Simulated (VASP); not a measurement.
# Ti2Al6H in VASP: further runs

The runs below take Ti2Al6H through single point, with PBE+D3(BJ).

Everything below comes from runs of VASP 6.6.1. Logs are shortened: lines on timing, memory, paths and dates and some standing lists are left out, and cuts for length are marked.

## 1. The cell of the first run

The cell holds a slab with vacuum, 9 atoms: a = 5.024 Å, b = 5.024 Å, c = 21.219 Å, α = 90.00°, β = 90.00°, γ = 64.55°.

## 2. Single point, PBE+D3(BJ)

INCAR

```
  PREC = Accurate
  ENCUT = 520
  EDIFF = 1E-6
  ISMEAR = 0
  SIGMA = 0.1
  LREAL = False
  LASPH = True
  NELM = 100
  ALGO = Normal
  ISIF = 2
  LWAVE = False
  LCHARG = False
  LDIPOL = True
  IDIPOL = 3
  DIPOL = 0.5 0.5 0.309
  GGA = PE
  IVDW = 12
  NBANDS = 32
```

KPOINTS

```
regular mesh
0
Gamma
  6 6 1
```

POSCAR

```
Ti2Al6H
1.0
    5.0241861190      0.0000000000      0.0000000000
    2.1588814530      4.5367033218      0.0000000000
    0.0000000000      0.0000000000     21.2187109014
Al Ti H
6 2 1
Direct
    0.5000000000      0.0000000000      0.1885128658
    0.0000000000      0.5000000000      0.1885128658
    0.0000000000      0.0000000000      0.2517328341
    0.0000000000      0.5000000000      0.3193548961
    0.5000000000      0.0000000000      0.3193548961
    0.5000000000      0.5000000000      0.3826203646
    0.5000000000      0.5000000000      0.2517328341
    0.0000000000      0.0000000000      0.3797002555
    0.5000000000      0.5000000000      0.5004409057
```

Potentials or basis: VASP PAW PBE potentials, release 64 (Al, Ti_sv, H).

Started as:

```sh
> cat potpaw_PBE.64/Al/POTCAR potpaw_PBE.64/Ti_sv/POTCAR potpaw_PBE.64/H/POTCAR > POTCAR
> mpirun -np 1 vasp_std > vasp.out
```

OUTCAR:

```text
PREC = Accurate
   ENCUT = 520
   EDIFF = 1E-6
   ISMEAR = 0
   LREAL = False
   LASPH = True
   NELM = 100
   ISIF = 2
   GGA = PE
   IVDW = 12
 IVDW          = 12

 ion  position               nearest neighbor table
   1  0.500  0.000  0.189-   2 2.68   2 2.68   5 2.78   7 2.85   7 2.85   3 2.85   3 2.85
   2  0.000  0.500  0.189-   1 2.68   1 2.68   4 2.78   3 2.85   3 2.85   7 2.85   7 2.85
   3  0.000  0.000  0.252-   7 2.68   7 2.68   8 2.72   2 2.85   2 2.85   1 2.85   1 2.85   4 2.89
                             4 2.89   5 2.89   5 2.89
   4  0.000  0.500  0.319-   5 2.68   5 2.68   2 2.78   8 2.82   8 2.82   6 2.85   6 2.85   3 2.89
                             3 2.89   7 2.89   7 2.89
   5  0.500  0.000  0.319-   4 2.68   4 2.68   1 2.78   8 2.82   8 2.82   6 2.85   6 2.85   7 2.89
                             7 2.89   3 2.89   3 2.89
   6  0.500  0.500  0.383-   8 2.68   8 2.68   7 2.78   5 2.85   5 2.85   4 2.85   4 2.85
   7  0.500  0.500  0.252-   3 2.68   3 2.68   6 2.78   1 2.85   1 2.85   2 2.85   2 2.85   5 2.89
                             5 2.89   4 2.89   4 2.89
   8  0.000  0.000  0.380-   6 2.68   6 2.68   3 2.72   4 2.82   4 2.82   5 2.82   5 2.82
   9  0.500  0.500  0.500-

  LATTYP: Found a base centered orthorhombic cell.
 ALAT       =     5.3657849248
 B/A-ratio  =     1.5833231892
 C/A-ratio  =     3.9544467769

  Lattice vectors:

 A1 = (  -2.1588814530,  -4.5367033218,   0.0000000000)
 A2 = (   5.0241861190,   0.0000000000,   0.0000000000)
 A3 = (   0.0000000000,   0.0000000000,  21.2187109014)

Analysis of symmetry for initial positions (statically):
=====================================================================
 Subroutine PRICEL returns:
 Original cell was already a primitive cell.

 Routine SETGRP: Setting up the symmetry group for a
 base centered orthorhombic supercell.

 Subroutine GETGRP returns: Found  4 space group operations
 (whereof  4 operations were pure point group operations)
 out of a pool of  8 trial point group operations.

The static configuration has the point symmetry C_2v.

Analysis of symmetry for dynamics (positions and initial velocities):
=====================================================================
 Subroutine PRICEL returns:
 Original cell was already a primitive cell.

 Routine SETGRP: Setting up the symmetry group for a
 base centered orthorhombic supercell.

 Subroutine GETGRP returns: Found  4 space group operations
 (whereof  4 operations were pure point group operations)
 out of a pool of  8 trial point group operations.

The dynamic configuration has the point symmetry C_2v.

 Subroutine INISYM returns: Found  4 space group operations
 (whereof  4 operations are pure point group operations),
 and found     1 'primitive' translations

----------------------------------------------------------------------------------------

                                     Primitive cell

  volume of cell :     483.6432

  direct lattice vectors                    reciprocal lattice vectors
     5.024186119  0.000000000  0.000000000     0.199037212 -0.094715858  0.000000000
     2.158881453  4.536703322  0.000000000     0.000000000  0.220424376  0.000000000
     0.000000000  0.000000000 21.218710901     0.000000000  0.000000000  0.047128216

  length of vectors
     5.024186119  5.024186119 21.218710901     0.220424376  0.220424376  0.047128216

  position of ions in fractional coordinates (direct lattice)
     0.500000000  0.000000000  0.188512866
     1.000000000  0.500000000  0.188512866
     0.000000000  0.000000000  0.251732834
     1.000000000  0.500000000  0.319354896
     0.500000000  0.000000000  0.319354896
     0.500000000  0.500000000  0.382620365
     0.500000000  0.500000000  0.251732834
     0.000000000  0.000000000  0.379700255
     0.500000000  0.500000000  0.500440906

  ion indices of the primitive-cell ions
   primitive index   ion index
                 1           1
                 2           2
                 3           3
                 4           4
                 5           5
                 6           6
                 7           7
                 8           8
                 9           9

----------------------------------------------------------------------------------------

 KPOINTS: regular mesh

Automatic generation of k-mesh.
 Grid dimensions read from file:
 generate k-points for:    6    6    1

 Generating k-lattice:

  Cartesian coordinates                     Fractional coordinates (reciprocal lattice)
     0.033172869 -0.015785976  0.000000000     0.166666667 -0.000000000  0.000000000
     0.000000000  0.036737396  0.000000000     0.000000000  0.166666667  0.000000000
     0.000000000  0.000000000  0.047128216     0.000000000  0.000000000  1.000000000

  Length of vectors
     0.036737396  0.036737396  0.047128216

  Shift w.r.t. Gamma in fractional coordinates (k-lattice)
     0.000000000  0.000000000  0.000000000

 Subroutine IBZKPT returns following result:
 ===========================================

 Found     13 irreducible k-points:

 Following reciprocal coordinates:
            Coordinates               Weight
  0.000000  0.000000  0.000000      1.000000
  0.166667  0.000000  0.000000      4.000000
  0.333333  0.000000  0.000000      4.000000
  0.500000  0.000000  0.000000      2.000000
  0.166667  0.166667  0.000000      2.000000
  0.333333  0.166667  0.000000      4.000000
  0.500000  0.166667  0.000000      4.000000
 -0.333333  0.166667  0.000000      4.000000
 -0.166667  0.166667  0.000000      2.000000
  0.333333  0.333333  0.000000      2.000000
  0.500000  0.333333  0.000000      4.000000
 -0.333333  0.333333  0.000000      2.000000
  0.500000  0.500000  0.000000      1.000000
   k-points           NKPTS =     13   k-points in BZ     NKDIM =     13   number of bands    NBANDS=     32
   number of dos      NEDOS =    301   number of ions     NIONS =      9
   total plane-waves  NPLWV = 256000
   dimension x,y,z NGX =    40 NGY =   40 NGZ =  160
   dimension x,y,z NGXF=    80 NGYF=   80 NGZF=  320
   ions per type =               6   2   1
   NGX,Y,Z   is equivalent  to a cutoff of  13.24, 13.24, 12.54 a.u.
   NGXF,Y,Z  is equivalent  to a cutoff of  26.47, 26.47, 25.07 a.u.
 SYSTEM =  unknown system
   PREC   = accura    normal or accurate (medium, high low for compatibility)
   ISTART =      0    job   : 0-new  1-cont  2-samecut
   ICHARG =      2    charge: 1-file 2-atom 10-const
   ISPIN  =      1    spin polarized calculation?
   LNONCOLLINEAR =      F non collinear calculations
   LSORBIT =      F    spin-orbit coupling
   LASPH  =      T    aspherical Exc in radial PAW
   ENCUT  =  520.0 eV  38.22 Ry    6.18 a.u.   9.34  9.34 39.45*2*pi/ulx,y,z
   NELM   =    100;   NELMIN=  2; NELMDL= -5     # of ELM steps
   EDIFF  = 0.1E-05   stopping-criterion for ELM
   LREAL  =      F    real-space projection
[... 7 lines left out ...]
   TEBEG  =    0.0;   TEEND  =   0.0 temperature during run
   PSTRESS=    0.0 pullay stress
   NELECT =      43.0000    total number of electrons
   NUPDOWN=      -1.0000    fix difference up-down
   EMIN   =  10.00;   EMAX   =-10.00  energy-range for DOS
   EFERMI =   0.00;   METHOD = LEGACY
   ISMEAR =     0;   SIGMA  =   0.10  broadening in eV -4-tet -1-fermi 0-gaus
   EFERMI_NEDOS =   21; number of points for ismear=-14 and -15
   IALGO  =     38    algorithm
   IMIX   =      4    mixing-type and parameters
     AMIX     =   0.40;   BMIX     =  1.00
     AMIX_MAG =   1.60;   BMIX_MAG =  1.00
  volume/ion in A,a.u.               =      53.74       362.64
  Fermi-wavevector in a.u.,A,eV,Ry     =   0.730672  1.380770  7.263905  0.533882
  Thomas-Fermi vector in A             =   1.822700
   LORBIT       =      0    0 simple, 1 ext, 2 COOP (PROOUT), +10 PAW based schemes
   GGA     = PE    functional components
   LHFCALC =     F    Hartree Fock is set to
   AEXX    =    0.0000 exact exchange contribution
   IVDW    =    12    specifies the selected vdW correction
   LEPSILON=     F    determine dielectric tensor
   LRPA    =     F    only Hartree local field effects (RPA)
 non-spin polarized calculation
 Gauss-broadening in eV      SIGMA  =   0.10
  energy-cutoff  :      520.00
  volume of cell :      483.64
 maximum number of plane-waves:     13072
 NGX is ok and might be reduce to    40
   NGX = 19   NGY = 19   NGZ = 79

 dipolmoment           0.000000      0.000000     -0.020963 electrons x Angstroem

 number of electron      43.0000009 magnetization

 dipolmoment           0.000000      0.000000      0.129392 electrons x Angstroem

 Free energy of the ion-electron system (eV)
  ---------------------------------------------------
  ext. energy  EPLUGINS =         0.00000000
  ---------------------------------------------------
  free energy    TOTEN  =       -37.95984224 eV

  energy without entropy =      -37.92550190  energy(sigma->0) =      -37.94267207

 E-fermi :  -1.1130     XC(G=0):  -4.0042

 val. band max:       -1.1317553730   @ k =   0.3333   0.1667   0.0000
 cond. band min:      -1.0746598288   @ k =   0.3333   0.3333   0.0000
 fundamental gap:      0.0570955442
 Fermi energy:        -1.1130030004

 k-point     1 :       0.0000    0.0000    0.0000
  band No.  band energies     occupation
      1     -58.1007      2.00000
      2     -57.6940      2.00000
      3     -34.5708      2.00000
      4     -34.3602      2.00000
      5     -34.2292      2.00000
      6     -34.1116      2.00000
[... 24 lines left out ...]
     31       1.4766      0.00000
     32       1.7150      0.00000
[... 389 lines left out ...]
      2     -57.6940      2.00000
      3     -34.5706      2.00000
      4     -34.3613      2.00000
      5     -34.2296      2.00000
      6     -34.1113      2.00000
[... 24 lines left out ...]
     31       2.1375      0.00000
     32       2.1610      0.00000

------------------------ aborting loop because EDIFF is reached ----------------------------------------

 vacuum level on the upper side and lower side of the slab       (xc-potential included)         0.320        -0.681

 Edisp (eV)   -2.03972

 E8    (eV) :    -0.9691

  FORCE on cell =-STRESS in cart. coord.  units (eV):
  Direction    XX          YY          ZZ          XY          YZ          ZX
  --------------------------------------------------------------------------------------
  -------------------------------------------------------------------------------------
  Total      -3.95955    -2.32485    -7.43332    -1.71759     0.00000     0.00000
  in kB     -13.11691    -7.70159   -24.62455    -5.68991     0.00000     0.00000
  external pressure =      -15.15 kB  Pullay stress =        0.00 kB

 VOLUME and BASIS-vectors are now :
 -----------------------------------------------------------------------------
  energy-cutoff  :      520.00
  volume of cell :      483.64
      direct lattice vectors                 reciprocal lattice vectors
     5.024186119  0.000000000  0.000000000     0.199037212 -0.094715858  0.000000000
     2.158881453  4.536703322  0.000000000     0.000000000  0.220424376  0.000000000
     0.000000000  0.000000000 21.218710901     0.000000000  0.000000000  0.047128216

 POSITION                                       TOTAL-FORCE (eV/Angst)
 -----------------------------------------------------------------------------------
      2.51209      0.00000      4.00000         0.000000      0.000000      0.582721
      1.07944      2.26835      4.00000        -0.000000      0.000000      0.582721
      0.00000      0.00000      5.34145         0.000000      0.000000     -0.490057
      1.07944      2.26835      6.77630         0.000000      0.000000     -0.016892
      2.51209      0.00000      6.77630         0.000000      0.000000     -0.016892
      3.59153      2.26835      8.11871        -0.000000      0.000000      0.899330
      3.59153      2.26835      5.34145        -0.000000      0.000000     -0.185443
      0.00000      0.00000      8.05675         0.000000      0.000000      0.440511
      3.59153      2.26835     10.61871         0.000000      0.000000     -1.795999
 -----------------------------------------------------------------------------------
    total drift:                                0.000000      0.000000     -0.000342

  FREE ENERGIE OF THE ION-ELECTRON SYSTEM (eV)
  ---------------------------------------------------
  free  energy   TOTEN  =       -39.9995604082 eV

  energy  without entropy=      -39.9652200691  energy(sigma->0) =      -39.98239024

 vacuum level on the upper side and lower side of the slab         3.930         2.908
```

Wall time 4.9 min (1 thread of Intel Xeon 6975P-C (Granite Rapids), shared host); peak memory 0.61 GiB.

What came out:

* Free energy: -39.9996 eV
* Largest force: 1.796 eV/Å
* Band gap on the k mesh: zero (an odd number of electrons rules out a gap without spin polarisation)
* Dispersion energy per atom: -0.227 eV

Forces on the atoms (eV/Å):
```
Al   0.000  0.000  0.583
Al   0.000  0.000  0.583
Al   0.000  0.000 -0.490
Al   0.000  0.000 -0.017
Al   0.000  0.000 -0.017
Al   0.000  0.000  0.899
Ti   0.000  0.000 -0.185
Ti   0.000  0.000  0.441
H    0.000  0.000 -1.796
```

Levels at points of the mesh, in eV from the Fermi level:
| k point | band 19 | band 20 | band 21 | band 22 | band 23 | band 24 |
| --- | --- | --- | --- | --- | --- | --- |
| (0.00, 0.00, 0.00) | -1.13 | -1.10 | -0.45 | -0.32 | -0.16 | 0.65 |
| (0.50, 0.00, 0.00) | -0.64 | -0.31 | -0.09 | 0.23 | 0.37 | 0.76 |
| (0.50, 0.50, 0.00) | -0.49 | -0.36 | 0.10 | 0.24 | 0.51 | 0.52 |

[end of part 1 of 2]
